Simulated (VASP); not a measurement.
# CdS (P6_3/mmc) in VASP: a series of runs

The runs below take CdS through relaxation of cell and atoms, single point, with PBE.

Program: VASP 6.6.1. These are calculated values, not measurements. Logs are shortened: lines on timing, memory, paths and dates and some standing lists are left out, and cuts for length are marked.

## (1) The cell of the first run

It takes space group P6_3/mmc (No. 194, hexagonal). Conventional cell: a = 3.795 Å, b = 3.795 Å, c = 6.253 Å, α = 90.00°, β = 90.00°, γ = 120.00°. Within 3.5 Å of Cd (site symmetry -6m2) lie 6 S at 2.69 Å. S (site symmetry -3m) has 6 Cd at 2.69 Å and 2 S at 3.13 Å within 3.5 Å.

## (2) Relaxation of cell and atoms, PBE

INCAR

```
ALGO = Normal
EDIFF = 1E-6
EDIFFG = -0.04
ENCUT = 600
GGA = PE
IBRION = 2
ISIF = 3
ISMEAR = 0
LASPH = T
LCHARG = F
LREAL = F
LWAVE = F
NELM = 100
NSW = 90
PREC = Accurate
SIGMA = 0.1
```

KPOINTS

```
k-points
0
Gamma
  6 6 4
```

POSCAR

```
CdS
1.0
    3.7949884400      0.0000000000      0.0000000000
   -1.8974942200      3.2865563900      0.0000000000
    0.0000000000      0.0000000000      6.2525835900
Cd S
2 2
Direct
    0.3333333300      0.6666666700      0.7500000000
    0.6666666700      0.3333333300      0.2500000000
    0.0000000000      0.0000000000      0.0000000000
    0.0000000000      0.0000000000      0.5000000000
```

Potentials or basis: VASP PAW PBE potentials, release 64 (Cd, S).

Run with:

```
> cat potpaw_PBE.64/Cd/POTCAR potpaw_PBE.64/S/POTCAR > POTCAR
> mpirun -np 1 vasp_std > vasp.out
```

OUTCAR:

```text
EDIFF = 1E-6
   EDIFFG = -0.04
   ENCUT = 600
   GGA = PE
   IBRION = 2
   ISIF = 3
   ISMEAR = 0
   LASPH = T
   LREAL = F
   NELM = 100
   NSW = 90
   PREC = Accurate

 ion  position               nearest neighbor table
   1  0.333  0.667  0.750-   3 2.69   4 2.69   3 2.69   4 2.69   3 2.69   4 2.69
   2  0.667  0.333  0.250-   3 2.69   4 2.69   3 2.69   4 2.69   3 2.69   4 2.69
   3  0.000  0.000  0.000-   1 2.69   2 2.69   1 2.69   2 2.69   2 2.69   1 2.69
   4  0.000  0.000  0.500-   1 2.69   2 2.69   1 2.69   2 2.69   2 2.69   1 2.69

  LATTYP: Found a hexagonal cell.
 ALAT       =     3.7949884400
 C/A-ratio  =     1.6475896274

  Lattice vectors:

 A1 = (   3.7949884400,   0.0000000000,   0.0000000000)
 A2 = (  -1.8974942200,   3.2865563900,   0.0000000000)
 A3 = (   0.0000000000,   0.0000000000,   6.2525835900)

Analysis of symmetry for initial positions (statically):
=====================================================================
 Subroutine PRICEL returns:
 Original cell was already a primitive cell.

 Routine SETGRP: Setting up the symmetry group for a
 hexagonal supercell.

 Subroutine GETGRP returns: Found 24 space group operations
 (whereof 12 operations were pure point group operations)
 out of a pool of 24 trial point group operations.

The static configuration has the point symmetry D_3d.
 The point group associated with its full space group is D_6h.

Analysis of symmetry for dynamics (positions and initial velocities):
=====================================================================
 Subroutine PRICEL returns:
 Original cell was already a primitive cell.

 Routine SETGRP: Setting up the symmetry group for a
 hexagonal supercell.

 Subroutine GETGRP returns: Found 24 space group operations
 (whereof 12 operations were pure point group operations)
 out of a pool of 24 trial point group operations.

The dynamic configuration has the point symmetry D_3d.
 The point group associated with its full space group is D_6h.

 Subroutine INISYM returns: Found 24 space group operations
 (whereof 12 operations are pure point group operations),
 and found     1 'primitive' translations

----------------------------------------------------------------------------------------

                                     Primitive cell

  volume of cell :      77.9850

  direct lattice vectors                    reciprocal lattice vectors
     3.794988440  0.000000000  0.000000000     0.263505414  0.152134922  0.000000000
    -1.897494220  3.286556390  0.000000000     0.000000000  0.304269844  0.000000000
     0.000000000  0.000000000  6.252583590     0.000000000  0.000000000  0.159933887

  length of vectors
     3.794988440  3.794988435  6.252583590     0.304269844  0.304269844  0.159933887

[... 89 lines left out ...]
   TEBEG  =    0.0;   TEEND  =   0.0 temperature during run
   PSTRESS=    0.0 pullay stress
   NELECT =      36.0000    total number of electrons
   NUPDOWN=      -1.0000    fix difference up-down
   EMIN   =  10.00;   EMAX   =-10.00  energy-range for DOS
   EFERMI =   0.00;   METHOD = LEGACY
   ISMEAR =     0;   SIGMA  =   0.10  broadening in eV -4-tet -1-fermi 0-gaus
   EFERMI_NEDOS =   21; number of points for ismear=-14 and -15
   IALGO  =     38    algorithm
   IMIX   =      4    mixing-type and parameters
     AMIX     =   0.40;   BMIX     =  1.00
     AMIX_MAG =   1.60;   BMIX_MAG =  1.00
  volume/ion in A,a.u.               =      19.50       131.57
  Fermi-wavevector in a.u.,A,eV,Ry     =   1.265237  2.390952 21.780552  1.600825
  Thomas-Fermi vector in A             =   2.398501
   LORBIT       =      0    0 simple, 1 ext, 2 COOP (PROOUT), +10 PAW based schemes
   GGA     = PE    functional components
   LHFCALC =     F    Hartree Fock is set to
   AEXX    =    0.0000 exact exchange contribution
   IVDW    =     0    specifies the selected vdW correction
   LEPSILON=     F    determine dielectric tensor
   LRPA    =     F    only Hartree local field effects (RPA)
 conjugate gradient relaxation of ions
 non-spin polarized calculation
 Gauss-broadening in eV      SIGMA  =   0.10
  energy-cutoff  :      600.00
  volume of cell :       77.98
 maximum number of plane-waves:      2634
   NGX = 15   NGY = 15   NGZ = 25

--------------------------------------- Ionic step        1  -------------------------------------------

 number of electron      36.0000004 magnetization

 Free energy of the ion-electron system (eV)
  ---------------------------------------------------
  ext. energy  EPLUGINS =         0.00000000
  ---------------------------------------------------
  free energy    TOTEN  =       -10.73705478 eV

  energy without entropy =      -10.72834445  energy(sigma->0) =      -10.73269961

------------------------ aborting loop because EDIFF is reached ----------------------------------------

  FORCE on cell =-STRESS in cart. coord.  units (eV):
  Direction    XX          YY          ZZ          XY          YZ          ZX
  --------------------------------------------------------------------------------------
  -------------------------------------------------------------------------------------
  Total        2.3466247      2.3466247      7.8105940      0.0000000      0.0000000      0.0000000
  in kB       48.2106698     48.2106696    160.4662085      0.0000000      0.0000000      0.0000000
  external PRESSURE =      85.6291826 kB  Pullay stress =       0.0000000 kB
[... 25 lines left out ...]
--------------------------------------- Ionic step        2  -------------------------------------------

 number of electron      35.9999983 magnetization

 E-fermi :   2.7733     XC(G=0):  -9.9102

 val. band max:        2.7284775323   @ k =   0.5000   0.0000   0.0000
 cond. band min:       2.7958685094   @ k =   0.3333   0.3333   0.0000
 fundamental gap:      0.0673909770
 Fermi energy:         2.7732682246

 k-point     1 :       0.0000    0.0000    0.0000
  band No.  band energies     occupation
      1     -10.1791      2.00000
      2      -9.1935      2.00000
      3      -5.5923      2.00000
      4      -5.5880      2.00000
      5      -5.5880      2.00000
      6      -5.4961      2.00000
[... 703 lines left out ...]
--------------------------------------- Ionic step        7  -------------------------------------------

 number of electron      35.9999993 magnetization

 Free energy of the ion-electron system (eV)
  ---------------------------------------------------
  ext. energy  EPLUGINS =         0.00000000
  ---------------------------------------------------
  free energy    TOTEN  =       -11.10212754 eV

  energy without entropy =      -11.09748881  energy(sigma->0) =      -11.09980817

 E-fermi :   3.1535     XC(G=0): -10.1892

 val. band max:        3.1055053080   @ k =   0.5000   0.0000   0.0000
 cond. band min:       3.1827792850   @ k =   0.3333   0.3333   0.0000
 fundamental gap:      0.0772739770
 Fermi energy:         3.1535250662

 k-point     1 :       0.0000    0.0000    0.0000
  band No.  band energies     occupation
      1     -10.0050      2.00000
      2      -8.9653      2.00000
      3      -5.2356      2.00000
      4      -5.2002      2.00000
      5      -5.2002      2.00000
      6      -5.0995      2.00000
[... 545 lines left out ...]
  FREE ENERGIE OF THE ION-ELECTRON SYSTEM (eV)
  ---------------------------------------------------
  free  energy   TOTEN  =       -11.1021275353 eV

  energy  without entropy=      -11.0974888052  energy(sigma->0) =      -11.09980817

 reached required accuracy - stopping structural energy minimisation
```

OSZICAR:

```text
N       E                     dE             d eps       ncg     rms          rms(c)
DAV:   1     0.271844037364E+03    0.27184E+03   -0.19663E+04   924   0.173E+03
DAV:   2     0.294916849556E+01   -0.26889E+03   -0.26073E+03  1008   0.394E+02
DAV:   3    -0.118813224107E+02   -0.14830E+02   -0.14606E+02  1122   0.883E+01
DAV:   4    -0.120454169997E+02   -0.16409E+00   -0.16400E+00  1020   0.911E+00
[... 59 lines left out ...]
DAV:   3    -0.111023117371E+02    0.13536E-02   -0.36929E-03   990   0.562E-01    0.262E-01
DAV:   4    -0.111021473807E+02    0.16436E-03   -0.22713E-04   966   0.124E-01    0.605E-02
DAV:   5    -0.111021250490E+02    0.22332E-04   -0.98591E-05  1080   0.119E-01    0.158E-02
DAV:   6    -0.111021277011E+02   -0.26521E-05   -0.10548E-05   936   0.322E-02    0.562E-03
DAV:   7    -0.111021275353E+02    0.16585E-06   -0.19735E-07   462   0.351E-03
   7 F= -.11102128E+02 E0= -.11099808E+02  d E =-.439567E-03
```

It took 3 min on 1 thread of Intel Xeon Platinum 8259CL at 2.50GHz (Skylake/Cascade Lake), shared host; peak memory 0.23 GiB.

What came out:

```yaml
Free_energy: -11.1021 eV
Relaxed_volume: 21.32 Å³/atom
Relaxed_cell: a = 3.794 Å, b = 3.794 Å, c = 6.841 Å, α = 90.00°, β = 90.00°, γ = 120.00°
Space_group_after_relaxing_to_0.05_Å: P6_3/mmc (No. 194)
Energy_gained_by_relaxing: 91.3 meV/atom
Ionic_steps: 7
Pressure_after_relaxing: 0.1 GPa
Band_gap_on_the_k_mesh: zero (band 18 reaches 3.18 eV, above the bottom of band 19 at 2.97 eV)
```

Step by step:
```csv
step,energy change (eV),largest force (eV/Å),pressure (GPa),volume (Å³)
1,0.0000,0.0000,8.56,77.98
2,-0.3066,0.0000,-2.94,90.23
3,-0.3262,0.0000,-1.13,87.56
4,-0.3611,0.0000,-0.57,86.37
5,-0.3646,0.0000,-0.34,85.88
6,-0.3646,0.0000,-0.33,85.85
7,-0.3651,0.0000,0.13,85.29
```

Final structure:
```
Cd S
1.0
     3.79414    0.00000    0.00000
    -1.89707    3.28582    0.00000
     0.00000    0.00000    6.84111
Cd S
2 2
Direct
  0.33333 0.66667 0.75000
  0.66667 0.33333 0.25000
  0.00000 0.00000 0.00000
  0.00000 0.00000 0.50000
```

## (3) Single point, PBE

This run uses another cell than the first one, of 21.22 Å³/atom, 1.089 times its volume.

INCAR

```
PREC = Accurate ; ENCUT = 520
EDIFF = 1E-7 ; ISMEAR = 0
SIGMA = 0.1 ; LREAL = F
LASPH = T ; NELM = 80
ALGO = Normal ; ISIF = 2
LWAVE = F ; LCHARG = F
GGA = PE ; NBANDS = 26
```

KPOINTS

```
Automatic mesh
0
Gamma
  12 12 8
```

POSCAR

```
CdS
1.0
    3.7877074158      0.0000000000      0.0000000000
   -1.8938537079      3.2802508442      0.0000000000
    0.0000000000      0.0000000000      6.8327683747
Cd S
2 2
Direct
    0.3333333333      0.6666666667      0.7500000000
    0.6666666667      0.3333333333      0.2500000000
    0.0000000000      0.0000000000      0.0000000000
    0.0000000000      0.0000000000      0.5000000000
```

Potentials or basis: VASP PAW PBE potentials, release 64 (Cd, S).

Run with:

```
> cat potpaw_PBE.64/Cd/POTCAR potpaw_PBE.64/S/POTCAR > POTCAR
> mpirun -np 1 vasp_std > vasp.out
```

Run time: 2.9 min. Hardware: 1 thread of Intel Xeon Platinum 8259CL at 2.50GHz (Skylake/Cascade Lake), shared host; peak memory 0.31 GiB.

The run converged. Its results:

```
Free energy            : -11.1045 eV
Pressure               : 0.3 GPa
Band gap on the k mesh : zero (band 18 reaches 3.21 eV, above the bottom of band 19 at 2.88 eV)
```

Levels at points of the mesh, in eV from the Fermi level:
| k point | band 14 | band 15 | band 16 | band 17 | band 18 | band 19 | band 20 | band 21 | band 22 | band 23 |
| --- | --- | --- | --- | --- | --- | --- | --- | --- | --- | --- |
| (0.00, 0.00, 0.00) | -1.15 | -0.80 | -0.80 | -0.32 | -0.32 | -0.08 | 4.40 | 4.82 | 6.12 | 6.12 |
| (0.50, 0.00, 0.00) | -3.89 | -3.46 | -2.10 | -0.52 | -0.49 | 0.03 | 2.68 | 4.83 | 5.53 | 5.74 |
| (0.00, 0.00, 0.50) | -4.10 | -0.59 | -0.59 | -0.59 | -0.59 | 2.15 | 2.15 | 7.29 | 7.29 | 7.38 |
| (0.50, 0.00, 0.50) | -4.62 | -2.32 | -2.32 | -1.39 | -1.39 | 1.87 | 1.87 | 4.41 | 4.41 | 7.52 |

## (4) Relaxation of cell and atoms, PBE

This run uses another cell than the first one, of 21.22 Å³/atom, 1.089 times its volume.

INCAR

```
SYSTEM = CdS
PREC = Accurate ; ENCUT = 600
EDIFF = 1E-6 ; ISMEAR = 0
SIGMA = 0.1 ; LREAL = .FALSE.
LASPH = .TRUE. ; NELM = 100
ALGO = Normal ; ISIF = 3
LWAVE = .FALSE. ; LCHARG = .FALSE.
GGA = PE ; IBRION = 2
NSW = 100 ; EDIFFG = -0.01
```

KPOINTS

```
Automatic mesh
0
G
  12 12 8
  0 0 0
```

POSCAR is that of step 3.

Run with:

```
> cat potpaw_PBE.64/Cd/POTCAR potpaw_PBE.64/S/POTCAR > POTCAR
> mpirun -np 1 vasp_std > vasp.out
```

It took 6.3 min on 1 thread of Intel Xeon Platinum 8259CL at 2.50GHz (Skylake/Cascade Lake), shared host; peak memory 0.36 GiB.

Results (log left out):

```
Free energy                            : -11.1047 eV
Relaxed volume                         : 21.32 Å³/atom
Relaxed cell                           : a = 3.794 Å, b = 3.794 Å, c = 6.843 Å, α = 90.00°, β = 90.00°, γ = 120.00°
Space group after relaxing (to 0.05 Å) : P6_3/mmc (No. 194)
Energy gained by relaxing              : 0.1 meV/atom
Ionic steps                            : 3
Pressure after relaxing                : 0.0 GPa
Band gap on the k mesh                 : zero (band 18 reaches 3.17 eV, above the bottom of band 19 at 2.84 eV)
```

Stress tensor (GPa, compression positive):
```
 0.03  0.00  0.00
 0.00  0.03  0.00
 0.00  0.00 -0.05
```

Step by step:
| step | energy change (eV) | largest force (eV/Å) | pressure (GPa) | volume (Å³) |
| --- | --- | --- | --- | --- |
| 1 | 0.0000 | 0.0000 | 0.32 | 84.89 |
| 2 | -0.0003 | 0.0000 | -0.09 | 85.41 |
| 3 | -0.0004 | 0.0000 | 0.01 | 85.28 |

Final structure:
```cif
data_structure
_symmetry_space_group_name_H-M 'P 1'
_symmetry_Int_Tables_number 1
_cell_length_a 3.7936
_cell_length_b 3.7936
_cell_length_c 6.8427
_cell_angle_alpha 90.000
_cell_angle_beta 90.000
_cell_angle_gamma 120.000
_cell_volume 85.28
loop_
_atom_site_label
_atom_site_type_symbol
_atom_site_fract_x
_atom_site_fract_y
_atom_site_fract_z
_atom_site_occupancy
Cd1 Cd 0.33333 0.66667 0.75000 1
Cd2 Cd 0.66667 0.33333 0.25000 1
S1 S 0.00000 0.00000 0.00000 1
S2 S 0.00000 0.00000 0.50000 1
```

Levels at points of the mesh, in eV from the Fermi level:
```csv
k point,band 15,band 16,band 17,band 18,band 19,band 20,band 21,band 22
"(0.00, 0.00, 0.00)",-0.79,-0.79,-0.32,-0.32,-0.10,4.39,4.80,6.12
"(0.50, 0.00, 0.00)",-3.44,-2.08,-0.51,-0.49,0.02,2.68,4.83,5.53
"(0.00, 0.00, 0.50)",-0.58,-0.58,-0.58,-0.58,2.14,2.14,7.27,7.27
"(0.50, 0.00, 0.50)",-2.31,-2.31,-1.38,-1.38,1.86,1.86,4.41,4.41
```

## (5) Summary

```csv
task,cell,k mesh,cutoff (eV),gap on the mesh (eV),pressure (GPa),relaxed volume (Å³/atom)
relaxation of cell and atoms,"relaxed from a = 3.795, b = 3.795, c = 6.253 Å, angles 90.0, 90.0, 120.0°, 4 atoms",6 × 6 × 4,600,none,0.1,21.32
single point,"a = 3.788, b = 3.788, c = 6.833 Å, angles 90.0, 90.0, 120.0°, 4 atoms",12 × 12 × 8,520,none,0.3,-
relaxation of cell and atoms,"relaxed from a = 3.788, b = 3.788, c = 6.833 Å, angles 90.0, 90.0, 120.0°, 4 atoms",12 × 12 × 8,600,none,0.0,21.32
```

Alike in all rows: level PBE; potentials or basis VASP PAW PBE potentials, release 64 (Cd, S); no spin polarisation; smearing gaussian 0.1 eV.

Absolute energies hang on the potentials; compare differences alone.
